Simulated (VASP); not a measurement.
# Os (P6_3/mmc) in VASP: further runs, part 2 of 2

VASP 6.6.1. Earlier steps stand in the parts before.

### 3 Single point, PBE (13.70 Å³/atom)

This run uses another cell than the first one, of 13.70 Å³/atom.

Input file INCAR:

```
  PREC = Accurate
  ENCUT = 520
  EDIFF = 1E-7
  ISMEAR = -1
  SIGMA = 0.05
  LREAL = False
  LASPH = True
  NELM = 60
  ALGO = Normal
  ISIF = 2
  LWAVE = False
  LCHARG = False
  GGA = PE
  NBANDS = 15
```

Input file KPOINTS:

```
Automatic mesh
0
Gamma
  15 15 9
```

Input file POSCAR:

```
Os
1.0
    2.7157497583      0.0000000000      0.0000000000
   -1.3578748792      2.3519082811      0.0000000000
    0.0000000000      0.0000000000      4.2907078513
Os
2
Direct
    0.3333333333      0.6666666667      0.2500000000
    0.6666666667      0.3333333333      0.7500000000
```

Potentials or basis: VASP PAW PBE potentials, release 64 (Os).

Started as:

```
$ cat potpaw_PBE.64/Os/POTCAR > POTCAR
$ mpirun -np 1 vasp_std > vasp.out
```

OUTCAR:

```text
PREC = Accurate
   ENCUT = 520
   EDIFF = 1E-7
   ISMEAR = -1
   LREAL = False
   LASPH = True
   NELM = 60
   ISIF = 2
   GGA = PE

 ion  position               nearest neighbor table
   1  0.333  0.667  0.250-   2 2.66   2 2.66   2 2.66   2 2.66   2 2.66   2 2.66
   2  0.667  0.333  0.750-   1 2.66   1 2.66   1 2.66   1 2.66   1 2.66   1 2.66

  LATTYP: Found a hexagonal cell.
 ALAT       =     2.7157497583
 C/A-ratio  =     1.5799349105

  Lattice vectors:

 A1 = (   2.7157497583,   0.0000000000,   0.0000000000)
 A2 = (  -1.3578748792,   2.3519082811,   0.0000000000)
 A3 = (   0.0000000000,   0.0000000000,   4.2907078513)

Analysis of symmetry for initial positions (statically):
=====================================================================
 Subroutine PRICEL returns:
 Original cell was already a primitive cell.

 Routine SETGRP: Setting up the symmetry group for a
 hexagonal supercell.

 Subroutine GETGRP returns: Found 24 space group operations
 (whereof 12 operations were pure point group operations)
 out of a pool of 24 trial point group operations.

The static configuration has the point symmetry D_3d.
 The point group associated with its full space group is D_6h.

Analysis of symmetry for dynamics (positions and initial velocities):
=====================================================================
 Subroutine PRICEL returns:
 Original cell was already a primitive cell.

 Routine SETGRP: Setting up the symmetry group for a
 hexagonal supercell.

 Subroutine GETGRP returns: Found 24 space group operations
 (whereof 12 operations were pure point group operations)
 out of a pool of 24 trial point group operations.

The dynamic configuration has the point symmetry D_3d.
 The point group associated with its full space group is D_6h.

 Subroutine INISYM returns: Found 24 space group operations
 (whereof 12 operations are pure point group operations),
 and found     1 'primitive' translations

[... 123 lines left out ...]
   LEPSILON=     F    determine dielectric tensor
   LRPA    =     F    only Hartree local field effects (RPA)
 non-spin polarized calculation
  energy-cutoff  :      520.00
  volume of cell :       27.41
 maximum number of plane-waves:       756
   NGX = 11   NGY = 11   NGZ = 15

 number of electron      15.9999998 magnetization

 Free energy of the ion-electron system (eV)
  ---------------------------------------------------
  ext. energy  EPLUGINS =         0.00000000
  ---------------------------------------------------
  free energy    TOTEN  =       -22.44501307 eV

  energy without entropy =      -22.43706207  energy(sigma->0) =      -22.44103757

 E-fermi :   9.7799     XC(G=0): -14.1777

 val. band max:        9.7466328478   @ k =   0.0667   0.0667   0.3333
 cond. band min:       9.7844730939   @ k =   0.1333   0.0000   0.3333
 fundamental gap:      0.0378402461
 Fermi energy:         9.7799264893

 k-point     1 :       0.0000    0.0000    0.0000
  band No.  band energies     occupation
      1      -1.3482      2.00000
      2       1.7912      2.00000
      3       6.6319      2.00000
      4       6.6319      2.00000
      5       6.8986      2.00000
      6       7.5035      2.00000
      7       7.5035      2.00000
      8       8.1780      2.00000
      9       8.1780      2.00000
     10       9.8142      0.67020
     11      11.5288      0.00000
     12      11.5288      0.00000
     13      19.1109      0.00000
     14      23.8098      0.00000
[... 401 lines left out ...]
      2       3.5004      2.00000
      3       3.5726      2.00000
      4       5.7092      2.00000
      5       5.9934      2.00000
      6       6.7701      2.00000
      7       8.1014      2.00000
      8      11.2669      0.00000
      9      11.8939      0.00000
     10      12.1043      0.00000
     11      15.0032      0.00000
     12      15.6891      0.00000
     13      18.2122      0.00000
     14      21.3498      0.00000
     15      23.9405      0.00000

 [... further k-points ...]

------------------------ aborting loop because EDIFF is reached ----------------------------------------

  FORCE on cell =-STRESS in cart. coord.  units (eV):
  Direction    XX          YY          ZZ          XY          YZ          ZX
  --------------------------------------------------------------------------------------
  -------------------------------------------------------------------------------------
  Total        3.0300732      3.0300732      3.2718938     -0.0000000     -0.0000000      0.0000000
  in kB      177.1432581    177.1432581    191.2805048     -0.0000000     -0.0000000      0.0000000
  external PRESSURE =     181.8556737 kB  Pullay stress =       0.0000000 kB

 VOLUME and BASIS-vectors are now :
 -----------------------------------------------------------------------------
  energy-cutoff  :      520.00
  volume of cell :       27.41
      direct lattice vectors                 reciprocal lattice vectors
     2.715749758  0.000000000  0.000000000     0.368222439  0.212593324  0.000000000
    -1.357874879  2.351908281  0.000000000     0.000000000  0.425186649  0.000000000
     0.000000000  0.000000000  4.290707851     0.000000000  0.000000000  0.233061778

 POSITION                                       TOTAL-FORCE (eV/Angst)
 -----------------------------------------------------------------------------------
     -0.00000      1.56794      1.07268         0.000000      0.000000      0.000000
      1.35787      0.78397      3.21803        -0.000000      0.000000      0.000000
 -----------------------------------------------------------------------------------
    total drift:                               -0.000000      0.000000     -0.000000

  FREE ENERGIE OF THE ION-ELECTRON SYSTEM (eV)
  ---------------------------------------------------
  free  energy   TOTEN  =       -22.4450130744 eV

  energy  without entropy=      -22.4370620730  energy(sigma->0) =      -22.44103757
```

OSZICAR:

```text
N       E                     dE             d eps       ncg     rms          rms(c)
DAV:   1     0.104362950897E+03    0.10436E+03   -0.74228E+03  4050   0.103E+03
DAV:   2    -0.190870980372E+02   -0.12345E+03   -0.10748E+03  4099   0.328E+02
DAV:   3    -0.237826406720E+02   -0.46955E+01   -0.45365E+01  5500   0.569E+01
DAV:   4    -0.238154797431E+02   -0.32839E-01   -0.32816E-01  4344   0.491E+00
DAV:   5    -0.238156533358E+02   -0.17359E-03   -0.17359E-03  5639   0.336E-01    0.245E+01
DAV:   6    -0.227781625459E+02    0.10375E+01   -0.79719E-01  5107   0.760E+00    0.115E+01
DAV:   7    -0.224529689191E+02    0.32519E+00   -0.60476E-01  5219   0.649E+00    0.565E-01
DAV:   8    -0.224473631017E+02    0.56058E-02   -0.66739E-03  4204   0.622E-01    0.349E-01
DAV:   9    -0.224450162002E+02    0.23469E-02   -0.16531E-03  4890   0.406E-01    0.402E-02
DAV:  10    -0.224450346261E+02   -0.18426E-04   -0.51608E-05  5282   0.597E-02    0.856E-03
DAV:  11    -0.224450142907E+02    0.20335E-04   -0.36802E-06  4610   0.214E-02    0.164E-03
DAV:  12    -0.224450132796E+02    0.10111E-05   -0.79768E-08  4069   0.290E-03    0.876E-04
DAV:  13    -0.224450131211E+02    0.15850E-06   -0.74045E-09  2830   0.802E-04    0.298E-04
DAV:  14    -0.224450130744E+02    0.46689E-07   -0.20486E-09  2494   0.582E-04
   1 F= -.22445013E+02 E0= -.22441038E+02  d E =-.795100E-02
```

stdout:

```text
POSCAR found type information on POSCAR Os
 POSCAR found :  1 types and       2 ions
 scaLAPACK will be used
 LDA part: xc-table for (Slater+PW92), standard interpolation
 POSCAR, INCAR and KPOINTS ok, starting setup
 FFT: planning ... GRIDC
 FFT: planning ... GRID_SOFT
 FFT: planning ... GRID
 WAVECAR not read
 entering main loop
```

Wall time 48 s (1 thread of Intel Xeon Platinum 8259CL at 2.50GHz (Skylake/Cascade Lake), shared host); peak memory 0.17 GiB.

Results:

* Free energy: -22.4450 eV
* Pressure: 18.2 GPa
* Band gap on the k mesh: zero (bands 8 and 9 overlap by 3.94 eV)

Stress tensor (GPa, compression positive):
```
17.71  0.00  0.00
 0.00 17.71  0.00
 0.00  0.00 19.13
```

Caveat: the cell stands under pressure; spin-orbit coupling is left out, which moves the levels of the heavy elements.

### 4 Single point, PBE (14.12 Å³/atom)

This run uses another cell than the first one, of 14.12 Å³/atom.

Input file INCAR:

```
  ALGO = Normal
  EDIFF = 1E-6
  ENCUT = 520
  GGA = PE
  ISIF = 2
  ISMEAR = -1
  LASPH = True
  LCHARG = True
  LELF = True
  LREAL = False
  LVHAR = True
  LWAVE = False
  NBANDS = 15
  NELM = 100
  PREC = Accurate
  SIGMA = 0.05
```

Input file KPOINTS:

```
k-points
0
Gamma
  15 15 9
```

Input file POSCAR:

```
Os
1.0
    2.7431834308      0.0000000000      0.0000000000
   -1.3715917155      2.3756665384      0.0000000000
    0.0000000000      0.0000000000      4.3340512682
Os
2
Direct
    0.3333333333      0.6666666667      0.2500000000
    0.6666666667      0.3333333333      0.7500000000
```

Started as:

```
$ cat potpaw_PBE.64/Os/POTCAR > POTCAR
$ mpirun -np 1 vasp_std > vasp.out
```

It took 35 s on 1 thread of Intel Xeon Platinum 8259CL at 2.50GHz (Skylake/Cascade Lake), shared host; peak memory 0.17 GiB.

Results (log left out):

```
Free energy            : -22.5035 eV
Pressure               : 4.3 GPa
Band gap on the k mesh : zero (bands 8 and 9 overlap by 3.76 eV)
```

Stress tensor (GPa, compression positive):
```
4.15 0.00 0.00
0.00 4.15 0.00
0.00 0.00 4.64
```

Levels at points of the mesh, in eV from the Fermi level:
```csv
k point,band 6,band 7,band 8,band 9,band 10,band 11
"(0.00, 0.00, 0.00)",-2.18,-2.18,-1.53,-1.53,0.03,1.67
```

Caveat: the cell stands under pressure; spin-orbit coupling is left out, which moves the levels of the heavy elements.

### 5 Single point, PBE (14.54 Å³/atom)

This run uses another cell than the first one, of 14.54 Å³/atom.

Input file INCAR:

```
SYSTEM = Os
PREC = Accurate
ENCUT = 520
EDIFF = 1E-6
ISMEAR = -1
SIGMA = 0.05
LREAL = .False.
LASPH = .True.
NELM = 100
ALGO = Normal
ISIF = 2
LWAVE = .False.
LCHARG = .False.
GGA = PE
NBANDS = 15
```

Input file KPOINTS:

```
regular mesh
0
Gamma
  15 15 9
  0 0 0
```

Input file POSCAR:

```
Os
1.0
    2.7700791012      0.0000000000      0.0000000000
   -1.3850395506      2.3989588721      0.0000000000
    0.0000000000      0.0000000000      4.3765446767
Os
2
Direct
    0.3333333333      0.6666666667      0.2500000000
    0.6666666667      0.3333333333      0.7500000000
```

Started as:

```
$ cat potpaw_PBE.64/Os/POTCAR > POTCAR
$ mpirun -np 1 vasp_std > vasp.out
```

Run time: 39 s. Hardware: 1 thread of Intel Xeon Platinum 8259CL at 2.50GHz (Skylake/Cascade Lake), shared host; peak memory 0.19 GiB.

Results (log left out):

| Item | Value |
| --- | --- |
| Free energy | -22.4954 eV |
| Pressure | -7.3 GPa |
| Band gap on the k mesh | zero (bands 8 and 9 overlap by 3.58 eV) |

Stress tensor (GPa, compression positive):
```
-7.23  0.00  0.00
 0.00 -7.23  0.00
 0.00  0.00 -7.54
```

Levels at points of the mesh, in eV from the Fermi level:
| k point | band 4 | band 5 | band 6 | band 7 | band 8 | band 9 | band 10 | band 11 | band 12 | band 13 |
| --- | --- | --- | --- | --- | --- | --- | --- | --- | --- | --- |
| (0.00, 0.00, 0.00) | -2.87 | -2.64 | -2.08 | -2.08 | -1.47 | -1.47 | 0.04 | 1.60 | 1.60 | 8.62 |

Caveat: the cell stands under tension; spin-orbit coupling is left out, which moves the levels of the heavy elements.

### 6 Summary

```tsv
cell	gap on the mesh (eV)	pressure (GPa)
a = 2.678, b = 2.678, c = 4.232 Å, angles 90.0, 90.0, 120.0°, 2 atoms	none	40.9
a = 2.716, b = 2.716, c = 4.291 Å, angles 90.0, 90.0, 120.0°, 2 atoms	none	18.2
a = 2.743, b = 2.743, c = 4.334 Å, angles 90.0, 90.0, 120.0°, 2 atoms	none	4.3
a = 2.770, b = 2.770, c = 4.377 Å, angles 90.0, 90.0, 120.0°, 2 atoms	none	-7.3
```

Alike in all rows: task single point; level PBE; potentials or basis VASP PAW PBE potentials, release 64 (Os); no spin polarisation; k mesh 15 × 15 × 9; cutoff (eV) 520; smearing fermi-dirac 0.05 eV.

Caveats: spin-orbit coupling is left out, which moves the levels of the heavy elements; the cell stands under pressure (at least some runs); the cell stands under tension (at least some runs).

Total energies depend on the potentials used, so only differences within one code and one set of settings carry meaning.

The gap in the log of VASP goes by the Fermi energy; the results here count the filled bands.